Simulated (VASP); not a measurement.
# GaCo (Pm-3m) in VASP: settings compared

GaCo is run at these levels: PBE, r2SCAN; tasks: single point.

Program: VASP 6.6.1. These are calculated values, not measurements. Logs are shortened: lines on timing, memory, paths and dates and some standing lists are left out, and cuts for length are marked.

### Step 1. The cell of the first run

The structure is cubic, space group Pm-3m (No. 221). The conventional cell has a = 2.878 Å, b = 2.878 Å, c = 2.878 Å, α = 90.00°, β = 90.00°, γ = 90.00°. Ga (site symmetry m-3m) has 8 Co at 2.49 Å and 6 Ga at 2.88 Å within 3.3 Å. Within 3.3 Å of Co (site symmetry m-3m) lie 8 Ga at 2.49 Å and 6 Co at 2.88 Å.

### Step 2. Single point, PBE, collinear spin, ferromagnetic start

The input, INCAR:

```
SYSTEM = GaCo
PREC = Accurate
ENCUT = 520
EDIFF = 1E-6
ISMEAR = -1
SIGMA = 0.05
LREAL = .FALSE.
LASPH = .TRUE.
NELM = 150
ALGO = Normal
ISIF = 2
LWAVE = .FALSE.
LCHARG = .TRUE.
ISPIN = 2
MAGMOM = 0 4
LORBIT = 11
NUPDOWN = 4.0
LMAXMIX = 4
GGA = PE
LELF = .TRUE.
LVHAR = .TRUE.
NBANDS = 22
```

The input, KPOINTS:

```
regular mesh
0
G
  8 8 8
  0 0 0
```

The input, POSCAR:

```
GaCo
1.0
    2.8780000000      0.0000000000      0.0000000000
    0.0000000000      2.8780000000      0.0000000000
    0.0000000000      0.0000000000      2.8780000000
Ga Co
1 1
Direct
    0.5000000000      0.5000000000      0.5000000000
    0.0000000000      0.0000000000      0.0000000000
```

Potentials or basis: VASP PAW PBE potentials, release 64 (Ga_d, Co).

Launch:

```sh
> cat potpaw_PBE.64/Ga_d/POTCAR potpaw_PBE.64/Co/POTCAR > POTCAR
> mpirun -np 1 vasp_std > vasp.out
```

OUTCAR:

```text
SYSTEM = GaCo
   PREC = Accurate
   ENCUT = 520
   EDIFF = 1E-6
   ISMEAR = -1
   LREAL = .FALSE.
   LASPH = .TRUE.
   NELM = 150
   ISIF = 2
   ISPIN = 2
   LORBIT = 11
   NUPDOWN = 4.0
   GGA = PE

 ion  position               nearest neighbor table
   1  0.500  0.500  0.500-   2 2.49   2 2.49   2 2.49   2 2.49   2 2.49   2 2.49   2 2.49   2 2.49

   2  0.000  0.000  0.000-   1 2.49   1 2.49   1 2.49   1 2.49   1 2.49   1 2.49   1 2.49   1 2.49

  LATTYP: Found a simple cubic cell.
 ALAT       =     2.8780000000

  Lattice vectors:

 A1 = (   2.8780000000,   0.0000000000,   0.0000000000)
 A2 = (   0.0000000000,   2.8780000000,   0.0000000000)
 A3 = (   0.0000000000,   0.0000000000,   2.8780000000)

Analysis of symmetry for initial positions (statically):
=====================================================================
 Subroutine PRICEL returns:
 Original cell was already a primitive cell.

 Routine SETGRP: Setting up the symmetry group for a
 simple cubic supercell.

 Subroutine GETGRP returns: Found 48 space group operations
 (whereof 48 operations were pure point group operations)
 out of a pool of 48 trial point group operations.

The static configuration has the point symmetry O_h .

Analysis of symmetry for dynamics (positions and initial velocities):
=====================================================================
 Subroutine PRICEL returns:
 Original cell was already a primitive cell.

 Routine SETGRP: Setting up the symmetry group for a
 simple cubic supercell.

 Subroutine GETGRP returns: Found 48 space group operations
 (whereof 48 operations were pure point group operations)
 out of a pool of 48 trial point group operations.

The dynamic configuration has the point symmetry O_h .

Analysis of structural, dynamic, and magnetic symmetry:
=====================================================================
 Subroutine PRICEL returns:
 Original cell was already a primitive cell.

 Routine SETGRP: Setting up the symmetry group for a
 simple cubic supercell.

 Subroutine GETGRP returns: Found 48 space group operations
 (whereof 48 operations were pure point group operations)
 out of a pool of 48 trial point group operations.

The overall configuration has the point symmetry O_h .

 Subroutine INISYM returns: Found 48 space group operations
 (whereof 48 operations are pure point group operations),
 and found     1 'primitive' translations

----------------------------------------------------------------------------------------

                                     Primitive cell

  volume of cell :      23.8381

  direct lattice vectors                    reciprocal lattice vectors
     2.878000000  0.000000000  0.000000000     0.347463516  0.000000000  0.000000000
     0.000000000  2.878000000  0.000000000     0.000000000  0.347463516  0.000000000
     0.000000000  0.000000000  2.878000000     0.000000000  0.000000000  0.347463516

  length of vectors
     2.878000000  2.878000000  2.878000000     0.347463516  0.347463516  0.347463516

  position of ions in fractional coordinates (direct lattice)
     0.500000000  0.500000000  0.500000000
     0.000000000  0.000000000  0.000000000

  ion indices of the primitive-cell ions
   primitive index   ion index
                 1           1
                 2           2

----------------------------------------------------------------------------------------

 KPOINTS: regular mesh

Automatic generation of k-mesh.
 Grid dimensions read from file:
 generate k-points for:    8    8    8

 Generating k-lattice:

  Cartesian coordinates                     Fractional coordinates (reciprocal lattice)
     0.043432940  0.000000000  0.000000000     0.125000000  0.000000000  0.000000000
     0.000000000  0.043432940  0.000000000     0.000000000  0.125000000  0.000000000
     0.000000000  0.000000000  0.043432940     0.000000000  0.000000000  0.125000000

  Length of vectors
     0.043432940  0.043432940  0.043432940

  Shift w.r.t. Gamma in fractional coordinates (k-lattice)
     0.000000000  0.000000000  0.000000000

 Subroutine IBZKPT returns following result:
 ===========================================

 Found     35 irreducible k-points:

 Following reciprocal coordinates:
            Coordinates               Weight
  0.000000  0.000000  0.000000      1.000000
  0.125000  0.000000  0.000000      6.000000
  0.250000  0.000000  0.000000      6.000000
  0.375000  0.000000  0.000000      6.000000
  0.500000  0.000000  0.000000      3.000000
  0.125000  0.125000  0.000000     12.000000
[... 16 lines left out ...]
  0.375000  0.375000  0.125000     24.000000
  0.500000  0.375000  0.125000     24.000000
 [... further k-points ...]
   k-points           NKPTS =     35   k-points in BZ     NKDIM =     35   number of bands    NBANDS=     22
   number of dos      NEDOS =    301   number of ions     NIONS =      2
   total plane-waves  NPLWV =  13824
   dimension x,y,z NGX =    24 NGY =   24 NGZ =   24
   dimension x,y,z NGXF=    48 NGYF=   48 NGZF=   48
   ions per type =               1   1
   NGX,Y,Z   is equivalent  to a cutoff of  13.86, 13.86, 13.86 a.u.
   NGXF,Y,Z  is equivalent  to a cutoff of  27.73, 27.73, 27.73 a.u.
 SYSTEM =  GaCo
   PREC   = accura    normal or accurate (medium, high low for compatibility)
   ISTART =      0    job   : 0-new  1-cont  2-samecut
   ICHARG =      2    charge: 1-file 2-atom 10-const
   ISPIN  =      2    spin polarized calculation?
   LNONCOLLINEAR =      F non collinear calculations
   LSORBIT =      F    spin-orbit coupling
   LASPH  =      T    aspherical Exc in radial PAW
   ENCUT  =  520.0 eV  38.22 Ry    6.18 a.u.   5.35  5.35  5.35*2*pi/ulx,y,z
   NELM   =    150;   NELMIN=  2; NELMDL= -5     # of ELM steps
   EDIFF  = 0.1E-05   stopping-criterion for ELM
   LREAL  =      F    real-space projection
   EDIFFG = 0.1E-04   stopping-criterion for IOM
   NSW    =      0    number of steps for IOM
   IBRION =     -1    ionic relax: 0-MD 1-quasi-New 2-CG
   NFREE  =      0    steps in history (QN), initial steepest desc. (CG)
   ISIF   =      2    stress and relaxation
   ISYM   =      2    0-nonsym 1-usesym 2-fastsym
   POTIM  = 0.5000    time-step for ionic-motion
   TEBEG  =    0.0;   TEEND  =   0.0 temperature during run
   PSTRESS=    0.0 pullay stress
   NELECT =      22.0000    total number of electrons
   NUPDOWN=       4.0000    fix difference up-down
   EMIN   =  10.00;   EMAX   =-10.00  energy-range for DOS
   EFERMI =   0.00;   METHOD = LEGACY
   ISMEAR =    -1;   SIGMA  =   0.05  broadening in eV -4-tet -1-fermi 0-gaus
   EFERMI_NEDOS =   21; number of points for ismear=-14 and -15
   IALGO  =     38    algorithm
   IMIX   =      4    mixing-type and parameters
     AMIX     =   0.40;   BMIX     =  1.00
     AMIX_MAG =   1.60;   BMIX_MAG =  1.00
  volume/ion in A,a.u.               =      11.92        80.43
  Fermi-wavevector in a.u.,A,eV,Ry     =   1.593890  3.012015 34.565389  2.540484
  Thomas-Fermi vector in A             =   2.692049
   LORBIT       =     11    0 simple, 1 ext, 2 COOP (PROOUT), +10 PAW based schemes
   GGA     = PE    functional components
   LHFCALC =     F    Hartree Fock is set to
   AEXX    =    0.0000 exact exchange contribution
   IVDW    =     0    specifies the selected vdW correction
   LEPSILON=     F    determine dielectric tensor
   LRPA    =     F    only Hartree local field effects (RPA)
 spin polarized calculation
  energy-cutoff  :      520.00
  volume of cell :       23.84
 maximum number of plane-waves:       660
 NGX is ok and might be reduce to    24
   NGX = 11   NGY = 11   NGZ = 11

 number of electron      22.0000019 magnetization       4.0000000

 Free energy of the ion-electron system (eV)
  ---------------------------------------------------
  ext. energy  EPLUGINS =         0.00000000
  ---------------------------------------------------
  free energy    TOTEN  =        -5.46715642 eV

  energy without entropy =       -5.44748369  energy(sigma->0) =       -5.45732006

 E-fermi :   8.0463     XC(G=0): -13.2012

 val. band max:       13.7899251121   @ k =   0.5000   0.2500   0.1250
 cond. band min:       8.0595462311   @ k =   0.2500   0.1250   0.1250
 fundamental gap:     -5.7303788810
 Fermi energy:        13.8714577845

 spin component 1

 k-point     1 :       0.0000    0.0000    0.0000
  band No.  band energies     occupation
      1      -4.4489      1.00000
      2      -4.4489      1.00000
      3      -4.0871      1.00000
      4      -4.0871      1.00000
      5      -4.0871      1.00000
      6      -2.6435      1.00000
[... 14 lines left out ...]
     21      34.4800      0.00000
     22      34.4800      0.00000
[... 552 lines left out ...]
  band No.  band energies     occupation
      1      -4.4360      1.00000
      2      -4.2452      1.00000
      3      -4.2400      1.00000
      4      -4.2234      1.00000
      5      -3.9314      1.00000
      6       2.4911      1.00000
[... 14 lines left out ...]
     21      32.9295      0.00000
     22      36.3654      0.00000

 [... further k-points ...]

 spin component 2

 k-point     1 :       0.0000    0.0000    0.0000
  band No.  band energies     occupation
      1      -4.2556      1.00000
      2      -4.2556      1.00000
      3      -3.8966      1.00000
      4      -3.8966      1.00000
      5      -3.8966      1.00000
      6      -1.5711      1.00000
[... 14 lines left out ...]
     21      35.6845      0.00000
     22      35.6845      0.00000
[... 552 lines left out ...]
  band No.  band energies     occupation
      1      -4.2056      1.00000
      2      -4.0582      1.00000
      3      -4.0372      1.00000
      4      -4.0175      1.00000
      5      -3.7801      1.00000
      6       4.0895      1.00000
[... 14 lines left out ...]
     21      33.9890      0.00000
     22      37.8371      0.00000

 [... further k-points ...]

------------------------ aborting loop because EDIFF is reached ----------------------------------------

  FORCE on cell =-STRESS in cart. coord.  units (eV):
  Direction    XX          YY          ZZ          XY          YZ          ZX
  --------------------------------------------------------------------------------------
  -------------------------------------------------------------------------------------
  Total        8.4660911      8.4660911      8.4660911     -0.0000000      0.0000000     -0.0000000
  in kB      569.0116434    569.0116434    569.0116434     -0.0000000      0.0000000     -0.0000000
  external PRESSURE =     569.0116434 kB  Pullay stress =       0.0000000 kB

 VOLUME and BASIS-vectors are now :
 -----------------------------------------------------------------------------
  energy-cutoff  :      520.00
  volume of cell :       23.84
      direct lattice vectors                 reciprocal lattice vectors
     2.878000000  0.000000000  0.000000000     0.347463516  0.000000000  0.000000000
     0.000000000  2.878000000  0.000000000     0.000000000  0.347463516  0.000000000
     0.000000000  0.000000000  2.878000000     0.000000000  0.000000000  0.347463516

 POSITION                                       TOTAL-FORCE (eV/Angst)
 -----------------------------------------------------------------------------------
      1.43900      1.43900      1.43900         0.000000      0.000000      0.000000
      0.00000      0.00000      0.00000         0.000000      0.000000      0.000000
 -----------------------------------------------------------------------------------
    total drift:                                0.000000      0.000000     -0.000000

  FREE ENERGIE OF THE ION-ELECTRON SYSTEM (eV)
  ---------------------------------------------------
  free  energy   TOTEN  =        -5.4671564176 eV

  energy  without entropy=       -5.4474836930  energy(sigma->0) =       -5.45732006

 total charge

# of ion       s       p       d       tot
------------------------------------------
    1        0.988   0.958  10.057  12.004
    2        0.505   0.573   7.000   8.078
--------------------------------------------------
tot          1.494   1.531  17.057  20.082

 magnetization (x)

# of ion       s       p       d       tot
------------------------------------------
    1        0.211   0.303   0.104   0.619
    2        0.159   0.219   2.632   3.010
--------------------------------------------------
tot          0.371   0.522   2.736   3.629
```

Run time: 33 s. Hardware: 1 thread of Intel Xeon Platinum 8259CL at 2.50GHz (Skylake/Cascade Lake), shared host; peak memory 0.17 GiB.

Results:

```
Free energy                                           : -5.4672 eV
Pressure                                              : 56.9 GPa
Net moment                                            : 4.00 μB per cell
Site moments                                          : Ga +0.62; Co +3.01 μB
Valence electrons inside the program's atomic spheres : Ga 12.00; Co 8.08
```

Caveat: the cell stands under pressure; the total moment is fixed, so each spin has its own Fermi level.

### Step 3. Single point, PBE

The input, INCAR:

```
PREC = Accurate ; ENCUT = 520
EDIFF = 1E-6 ; ISMEAR = -1
SIGMA = 0.05 ; LREAL = F
LASPH = T ; NELM = 80
ALGO = Normal ; ISIF = 2
LWAVE = F ; LCHARG = T
GGA = PE ; LELF = T
LVHAR = T ; NBANDS = 18
```

The input, KPOINTS:

```
regular mesh
0
Gamma
  9 9 9
```

POSCAR is that of step 2.

Potentials or basis: VASP PAW PBE potentials, release 64 (Ga_d, Co).

Launch:

```sh
> cat potpaw_PBE.64/Ga_d/POTCAR potpaw_PBE.64/Co/POTCAR > POTCAR
> mpirun -np 1 vasp_std > vasp.out
```

It took 23 s on 1 thread of Intel Xeon Platinum 8175M at 2.50GHz (Skylake/Cascade Lake), shared host; peak memory 0.15 GiB.

Results (log left out):

* Free energy: -10.4816 eV
* Pressure: 0.9 GPa
* Band gap on the k mesh: zero (bands 11 and 12 overlap by 1.12 eV)

Levels at points of the mesh, in eV from the Fermi level:
| k point | band 8 | band 9 | band 10 | band 11 | band 12 | band 13 | band 14 | band 15 |
| --- | --- | --- | --- | --- | --- | --- | --- | --- |
| (0.00, 0.00, 0.00) | -2.54 | -0.73 | -0.73 | -0.73 | 5.22 | 5.22 | 5.22 | 11.06 |

Caveat: the run has no spin polarisation, though such a crystal can be magnetic.

### Step 4. Single point, r2SCAN, collinear spin, ferromagnetic start

POSCAR is that of step 3.

The input, INCAR.step1:

```
ALGO = Normal ; EDIFF = 1E-4
ENCUT = 520 ; GGA = PE
ISMEAR = -1 ; ISPIN = 2
LASPH = T ; LCHARG = F
LMAXMIX = 4 ; LREAL = F
LWAVE = T ; MAGMOM = 0 2
NBANDS = 22 ; NELM = 150
PREC = Accurate ; SIGMA = 0.05
```

The input, INCAR.step2:

```
ALGO = Normal ; EDIFF = 1E-6
ENCUT = 520 ; ISIF = 2
ISMEAR = -1 ; ISPIN = 2
ISTART = 1 ; LASPH = T
LCHARG = F ; LMAXMIX = 4
LMIXTAU = T ; LORBIT = 11
LREAL = F ; LWAVE = F
MAGMOM = 0 2 ; METAGGA = R2SCAN
NBANDS = 22 ; NELM = 150
PREC = Accurate ; SIGMA = 0.05
```

The input, KPOINTS:

```
k-points
0
Gamma
  9 9 9
```

Launch:

```sh
> cat potpaw_PBE.64/Ga_d/POTCAR potpaw_PBE.64/Co/POTCAR > POTCAR
> cp INCAR.step1 INCAR
> mpirun -np 1 vasp_std > vasp.out
> cp INCAR.step2 INCAR
> mpirun -np 1 vasp_std > vasp.out
```

Wall time 3.7 min (1 thread of Intel Xeon Platinum 8175M at 2.50GHz (Skylake/Cascade Lake), shared host); peak memory 0.18 GiB.

The run converged. Its results:

* Free energy: -25.0349 eV
* Pressure: -6.4 GPa
* Band gap on the k mesh: zero (filled and empty bands overlap)
* Net moment: 0.00 μB per cell
* Valence electrons inside the program's atomic spheres: Ga 11.76; Co 8.39

Levels at points of the mesh, in eV from the Fermi level:
Spin up:
```csv
k point,band 8,band 9,band 10,band 11,band 12,band 13,band 14,band 15
"(0.00, 0.00, 0.00)",-2.61,-0.90,-0.90,-0.90,5.49,5.49,5.49,11.29
```
Spin down:
```
           k point  band 8  band 9  band 10  band 11  band 12  band 13  band 14  band 15
(0.00, 0.00, 0.00)   -2.61   -0.90    -0.90    -0.90     5.49     5.49     5.49    11.29
```

Caveat: the cell stands under tension; the PAW data sets were made with another functional, which shifts forces and pressure a little.
